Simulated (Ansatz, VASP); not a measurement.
# Two plane-wave programs on Sr2BN

```xyz
4
Lattice="3.9455 0.0000 0.0000 -1.9727 3.4169 0.0000 0.0000 0.0000 6.4885" Properties=species:S:1:pos:R:3 pbc="T T T"
Sr    0.0000    2.2779    5.0390
Sr    1.9727    1.1390    1.4495
B     0.0000    0.0000    3.2442
N     0.0000    0.0000    0.0000
```

Alike in both runs: task relaxation of cell and atoms; functional PBE; k mesh 6 × 6 × 4; occupations gaussian, width 0.1 eV; no spin polarisation.

|  | VASP | Ansatz |
| --- | --- | --- |
| version | VASP 6.6.1 | Ansatz 0.2.0 |
| potentials or method | VASP PAW PBE potentials, release 64 (Sr_sv, B, N), cutoff 600 eV | scalar-relativistic, plane waves, PAW |
| valence electrons in the cell | 28 | 28 |

VASP gave:

```
gap on the k mesh at the Fermi level, each at its own relaxed structure (eV) : none
relaxed volume (Å³/atom)                                                     : 22.03
relaxed length of the cell vector where the two differ most in proportion (Å)              : 6.711
```

**Question.** Estimate Ansatz's values.

**Answer.** gap on the k mesh at the Fermi level, each at its own relaxed structure (eV): none; relaxed volume (Å³/atom): 21.88; relaxed length of the cell vector where the two differ most in proportion (Å): 6.690.

A gap of «none» marks a metal or a gap that the smearing closes.
